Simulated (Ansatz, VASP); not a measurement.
One calculation of K3I2Br, two programs

```
CELL_PARAMETERS angstrom
4.71106 0.00000 0.00000
-2.35553 4.07989 0.00000
0.00000 0.00000 12.03080
ATOMIC_POSITIONS crystal
K 0.00000 0.00000 0.50000
K 0.33333 0.66667 0.15093
K 0.66667 0.33333 0.84907
I 0.33333 0.66667 0.67467
I 0.66667 0.33333 0.32533
Br 0.00000 0.00000 0.00000
```

Alike in both runs: functional LDA; k mesh 6 × 6 × 2; occupations gaussian, width 0.05 eV; no spin polarisation.

Ansatz relaxed the structure, and its values are those at the end. VASP's run is a single point on that final structure, the one shown.

```csv
,VASP,Ansatz
version,VASP 6.6.1,Ansatz 0.2.0
potentials or method,"VASP PAW LDA potentials, release 64 (K_sv, I, Br), cutoff 520 eV","scalar-relativistic, plane waves, PAW"
valence electrons in the cell,48,68
```

VASP gave:

| Item | Value |
| --- | --- |
| gap on the k mesh at the Fermi level (eV) | 3.58 |
| least direct gap on the mesh (eV) | 3.58 |
| pressure (GPa) | -0.6 |

Task: Which values does Ansatz return?

Result: gap on the k mesh at the Fermi level (eV): 3.57; least direct gap on the mesh (eV): 3.57; pressure (GPa): -0.6.

LDA's correlation is that of Perdew and Zunger in VASP and of Perdew and Wang (1992) in Ansatz. VASP's potentials hold 48 valence electrons a cell and Ansatz's 68, so a difference there can come from the potentials and not from the codes. Ansatz's warnings: stress scf threshold loose.

Spin-orbit coupling is off throughout.
